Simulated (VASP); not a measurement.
# MoS2 (P-6m2) in VASP: a series of runs, part 2 of 2

VASP 6.6.1. The steps go on from the part before.

### Step 4. Single point, PBE+D3(BJ) (c/a of the conventional cell at fixed volume 2.0536)

INCAR reads:

```
SYSTEM = MoS2
ALGO     = Normal         ! electronic algorithm
EDIFF    = 1E-6           ! SCF threshold, eV
ENCUT    = 500            ! plane-wave cutoff, eV
GGA      = PE             ! functional
GGA_COMPAT= .False.      
ISIF     = 2              ! what is computed and relaxed
ISMEAR   = 0              ! smearing method
IVDW     = 12             ! dispersion correction
LASPH    = .True.         ! aspherical terms in the spheres
LCHARG   = .True.         ! write CHGCAR
LELF     = .True.         ! ELF
LREAL    = .False.        ! projectors in reciprocal space
LVHAR    = .True.       
LWAVE    = .False.        ! write WAVECAR
NBANDS   = 20             ! bands
NELM     = 120            ! most SCF steps
PREC     = Accurate       ! precision mode
SIGMA    = 0.05           ! smearing width, eV
```

KPOINTS reads:

```
k-points
0
Gamma
  12 12 4
  0 0 0
```

POSCAR reads:

```
MoS2
1.0
    3.1779315830      0.0000000000      0.0000000000
   -1.5889657915      2.7521694823      0.0000000000
    0.0000000000      0.0000000000      6.5262002988
Mo S
1 2
Direct
    0.0000000000      0.0000000000      0.0000000000
    0.3333333333      0.6666666667      0.2107069157
    0.3333333333      0.6666666667      0.7892930843
```

Potentials or basis: VASP PAW PBE potentials, release 64 (Mo_sv, S).

On the command line:

```sh
$ cat potpaw_PBE.64/Mo_sv/POTCAR potpaw_PBE.64/S/POTCAR > POTCAR
$ mpirun -np 1 vasp_std > vasp.out
```

OUTCAR:

```text
SYSTEM = MoS2
   EDIFF = 1E-6
   ENCUT = 500
   GGA = PE
   ISIF = 2
   ISMEAR = 0
   IVDW = 12
   LASPH = .True.
   LREAL = .False.
   NELM = 120
   PREC = Accurate
 IVDW          = 12

 ion  position               nearest neighbor table
   1  0.000  0.000  0.000-   2 2.29   3 2.29   2 2.29   3 2.29   2 2.29   3 2.29
   2  0.333  0.667  0.211-   1 2.29   1 2.29   1 2.29   3 2.75
   3  0.333  0.667  0.789-   1 2.29   1 2.29   1 2.29   2 2.75

  LATTYP: Found a hexagonal cell.
 ALAT       =     3.1779315830
 C/A-ratio  =     2.0536000000

  Lattice vectors:

 A1 = (   3.1779315830,   0.0000000000,   0.0000000000)
 A2 = (  -1.5889657915,   2.7521694823,   0.0000000000)
 A3 = (   0.0000000000,   0.0000000000,   6.5262002988)

Analysis of symmetry for initial positions (statically):
=====================================================================
 Subroutine PRICEL returns:
 Original cell was already a primitive cell.

 Routine SETGRP: Setting up the symmetry group for a
 hexagonal supercell.

 Subroutine GETGRP returns: Found 12 space group operations
 (whereof 12 operations were pure point group operations)
 out of a pool of 24 trial point group operations.

The static configuration has the point symmetry D_3h.

Analysis of symmetry for dynamics (positions and initial velocities):
=====================================================================
 Subroutine PRICEL returns:
 Original cell was already a primitive cell.

 Routine SETGRP: Setting up the symmetry group for a
 hexagonal supercell.

 Subroutine GETGRP returns: Found 12 space group operations
 (whereof 12 operations were pure point group operations)
 out of a pool of 24 trial point group operations.

The dynamic configuration has the point symmetry D_3h.

 Subroutine INISYM returns: Found 12 space group operations
 (whereof 12 operations are pure point group operations),
 and found     1 'primitive' translations

----------------------------------------------------------------------------------------

                                     Primitive cell

  volume of cell :      57.0795

  direct lattice vectors                    reciprocal lattice vectors
     3.177931583  0.000000000  0.000000000     0.314670085  0.181674858  0.000000000
    -1.588965791  2.752169482  0.000000000     0.000000000  0.363349716  0.000000000
     0.000000000  0.000000000  6.526200299     0.000000000  0.000000000  0.153228518

  length of vectors
     3.177931583  3.177931583  6.526200299     0.363349716  0.363349716  0.153228518

  position of ions in fractional coordinates (direct lattice)
     0.000000000  0.000000000  0.000000000
     0.333333333  0.666666667  0.210706916
     0.333333333  0.666666667  0.789293084

  ion indices of the primitive-cell ions
   primitive index   ion index
                 1           1
                 2           2
                 3           3

----------------------------------------------------------------------------------------

 KPOINTS: k-points

Automatic generation of k-mesh.
 Grid dimensions read from file:
 generate k-points for:   12   12    4

 Generating k-lattice:

  Cartesian coordinates                     Fractional coordinates (reciprocal lattice)
     0.026222507  0.015139572  0.000000000     0.083333333  0.000000000  0.000000000
     0.000000000  0.030279143  0.000000000     0.000000000  0.083333333  0.000000000
     0.000000000  0.000000000  0.038307130     0.000000000  0.000000000  0.250000000

  Length of vectors
     0.030279143  0.030279143  0.038307130

  Shift w.r.t. Gamma in fractional coordinates (k-lattice)
     0.000000000  0.000000000  0.000000000

 Subroutine IBZKPT returns following result:
 ===========================================

 Found     57 irreducible k-points:

 Following reciprocal coordinates:
            Coordinates               Weight
  0.000000  0.000000  0.000000      1.000000
  0.083333 -0.000000  0.000000      6.000000
  0.166667 -0.000000  0.000000      6.000000
  0.250000  0.000000  0.000000      6.000000
  0.333333 -0.000000  0.000000      6.000000
  0.416667  0.000000  0.000000      6.000000
[... 16 lines left out ...]
  0.250000  0.000000  0.250000     12.000000
  0.333333 -0.000000  0.250000     12.000000
 [... further k-points ...]
   k-points           NKPTS =     57   k-points in BZ     NKDIM =     57   number of bands    NBANDS=     20
   number of dos      NEDOS =    301   number of ions     NIONS =      3
   total plane-waves  NPLWV =  27648
   dimension x,y,z NGX =    24 NGY =   24 NGZ =   48
   dimension x,y,z NGXF=    48 NGYF=   48 NGZF=   96
   ions per type =               1   2
   NGX,Y,Z   is equivalent  to a cutoff of  12.56, 12.56, 12.23 a.u.
   NGXF,Y,Z  is equivalent  to a cutoff of  25.11, 25.11, 24.45 a.u.
 SYSTEM =  MoS2
   PREC   = accura    normal or accurate (medium, high low for compatibility)
   ISTART =      0    job   : 0-new  1-cont  2-samecut
   ICHARG =      2    charge: 1-file 2-atom 10-const
   ISPIN  =      1    spin polarized calculation?
   LNONCOLLINEAR =      F non collinear calculations
   LSORBIT =      F    spin-orbit coupling
   LASPH  =      T    aspherical Exc in radial PAW
   ENCUT  =  500.0 eV  36.75 Ry    6.06 a.u.   5.79  5.79 11.90*2*pi/ulx,y,z
   NELM   =    120;   NELMIN=  2; NELMDL= -5     # of ELM steps
   EDIFF  = 0.1E-05   stopping-criterion for ELM
   LREAL  =      F    real-space projection
   EDIFFG = 0.1E-04   stopping-criterion for IOM
   NSW    =      0    number of steps for IOM
   IBRION =     -1    ionic relax: 0-MD 1-quasi-New 2-CG
   NFREE  =      0    steps in history (QN), initial steepest desc. (CG)
   ISIF   =      2    stress and relaxation
   ISYM   =      2    0-nonsym 1-usesym 2-fastsym
   POTIM  = 0.5000    time-step for ionic-motion
   TEBEG  =    0.0;   TEEND  =   0.0 temperature during run
   PSTRESS=    0.0 pullay stress
   NELECT =      26.0000    total number of electrons
   NUPDOWN=      -1.0000    fix difference up-down
   EMIN   =  10.00;   EMAX   =-10.00  energy-range for DOS
   EFERMI =   0.00;   METHOD = LEGACY
   ISMEAR =     0;   SIGMA  =   0.05  broadening in eV -4-tet -1-fermi 0-gaus
   EFERMI_NEDOS =   21; number of points for ismear=-14 and -15
   IALGO  =     38    algorithm
   IMIX   =      4    mixing-type and parameters
     AMIX     =   0.40;   BMIX     =  1.00
     AMIX_MAG =   1.60;   BMIX_MAG =  1.00
  volume/ion in A,a.u.               =      19.03       128.40
  Fermi-wavevector in a.u.,A,eV,Ry     =   1.259619  2.380335 21.587552  1.586640
  Thomas-Fermi vector in A             =   2.393170
   LORBIT       =      0    0 simple, 1 ext, 2 COOP (PROOUT), +10 PAW based schemes
   GGA     = PE    functional components
   LHFCALC =     F    Hartree Fock is set to
   AEXX    =    0.0000 exact exchange contribution
   IVDW    =    12    specifies the selected vdW correction
   LEPSILON=     F    determine dielectric tensor
   LRPA    =     F    only Hartree local field effects (RPA)
 non-spin polarized calculation
 Gauss-broadening in eV      SIGMA  =   0.05
  energy-cutoff  :      500.00
  volume of cell :       57.08
 maximum number of plane-waves:      1462
 NGX is ok and might be reduce to    24
   NGX = 11   NGY = 11   NGZ = 23

 number of electron      25.9999997 magnetization

 Free energy of the ion-electron system (eV)
  ---------------------------------------------------
  ext. energy  EPLUGINS =         0.00000000
  ---------------------------------------------------
  free energy    TOTEN  =       -21.05018666 eV

  energy without entropy =      -21.04959675  energy(sigma->0) =      -21.04989171

 E-fermi :   6.9662     XC(G=0): -10.0827

 val. band max:        6.9479643049   @ k =   0.3333   0.3333   0.5000
 cond. band min:       6.9914935521   @ k =   0.0833  -0.0000   0.5000
 fundamental gap:      0.0435292472
 Fermi energy:         6.9662183878

 k-point     1 :       0.0000    0.0000    0.0000
  band No.  band energies     occupation
      1     -54.7924      2.00000
      2     -28.9886      2.00000
      3     -28.8484      2.00000
      4     -28.8484      2.00000
      5      -8.8545      2.00000
      6      -6.6021      2.00000
[... 12 lines left out ...]
     19      13.6462      0.00000
[... 513 lines left out ...]
      4     -28.9195      2.00000
      5      -7.4840      2.00000
      6      -6.4192      2.00000
[... 12 lines left out ...]
     19      14.5819      0.00000
     20      15.2137      0.00000

 [... further k-points ...]

------------------------ aborting loop because EDIFF is reached ----------------------------------------

 Edisp (eV)   -1.19721

 E8    (eV) :    -0.4842

  FORCE on cell =-STRESS in cart. coord.  units (eV):
  Direction    XX          YY          ZZ          XY          YZ          ZX
  --------------------------------------------------------------------------------------
  -------------------------------------------------------------------------------------
  Total       4.12481     4.12481    11.33717    -0.00000     0.00000     0.00000
  in kB     115.78030   115.78030   318.22566    -0.00000     0.00000     0.00000
  external pressure =      183.26 kB  Pullay stress =        0.00 kB

 VOLUME and BASIS-vectors are now :
 -----------------------------------------------------------------------------
  energy-cutoff  :      500.00
  volume of cell :       57.08
      direct lattice vectors                 reciprocal lattice vectors
     3.177931583  0.000000000  0.000000000     0.314670085  0.181674858  0.000000000
    -1.588965791  2.752169482  0.000000000     0.000000000  0.363349716  0.000000000
     0.000000000  0.000000000  6.526200299     0.000000000  0.000000000  0.153228518

 POSITION                                       TOTAL-FORCE (eV/Angst)
 -----------------------------------------------------------------------------------
      0.00000      0.00000      0.00000        -0.000000      0.000000      0.000000
     -0.00000      1.83478      1.37512         0.000000     -0.000000      4.316868
     -0.00000      1.83478      5.15108         0.000000     -0.000000     -4.316868
 -----------------------------------------------------------------------------------
    total drift:                               -0.000000      0.000000     -0.000000

  FREE ENERGIE OF THE ION-ELECTRON SYSTEM (eV)
  ---------------------------------------------------
  free  energy   TOTEN  =       -22.2473938526 eV

  energy  without entropy=      -22.2468039454  energy(sigma->0) =      -22.24709890
```

Wall time 34 s (1 thread of Intel Xeon 6975P-C, shared host); peak memory 0.21 GiB.

Results:

```
Free energy                : -22.2474 eV
Pressure                   : 18.3 GPa
Largest force              : 4.317 eV/Å
Band gap on the k mesh     : zero (band 13 reaches 7.20 eV, above the bottom of band 14 at 6.95 eV)
Dispersion energy per atom : -0.399 eV
```

Forces in eV/Å, atoms in the order of the input:
```
Mo   0.000  0.000  0.000
S    0.000  0.000  4.317
S    0.000  0.000 -4.317
```

Stress tensor (GPa, compression positive):
```
11.58  0.00  0.00
 0.00 11.58  0.00
 0.00  0.00 31.82
```

Levels at points of the mesh, in eV from the Fermi level:
| k point | band 11 | band 12 | band 13 | band 14 | band 15 | band 16 |
| --- | --- | --- | --- | --- | --- | --- |
| (0.00, 0.00, 0.00) | -3.30 | -1.45 | -0.61 | 1.89 | 1.89 | 2.67 |
| (0.50, 0.00, 0.00) | -2.61 | -1.96 | -1.78 | 1.06 | 1.63 | 3.70 |
| (0.00, 0.00, 0.50) | -3.31 | -2.70 | 0.23 | 1.86 | 1.86 | 2.74 |
| (0.50, 0.00, 0.50) | -2.60 | -2.58 | -1.52 | 1.08 | 1.67 | 3.18 |

Caveat: forces of over 1 eV/Å act on the atoms, so gaps and moduli don't describe the material at rest.

### Step 5. Overview

| cell | gap on the mesh (eV) | pressure (GPa) | largest force (eV/Å) |
| --- | --- | --- | --- |
| a = 3.122, b = 3.122, c = 6.762 Å, angles 90.0, 90.0, 120.0°, 3 atoms | 0.54 | 18.1 | 3.60 |
| a = 3.095, b = 3.095, c = 6.879 Å, angles 90.0, 90.0, 120.0°, 3 atoms | 1.02 | -7.4 | 2.01 |
| a = 3.178, b = 3.178, c = 6.526 Å, angles 90.0, 90.0, 120.0°, 3 atoms | none | 18.3 | 4.32 |

Alike in all rows: task single point; level PBE+D3(BJ); potentials or basis VASP PAW PBE potentials, release 64 (Mo_sv, S); no spin polarisation; k mesh 12 × 12 × 4; cutoff (eV) 500; smearing gaussian 0.05 eV.

Caveats: forces of over 1 eV/Å act on the atoms, so gaps and moduli don't describe the material at rest.

Absolute energies hang on the potentials; compare differences alone.
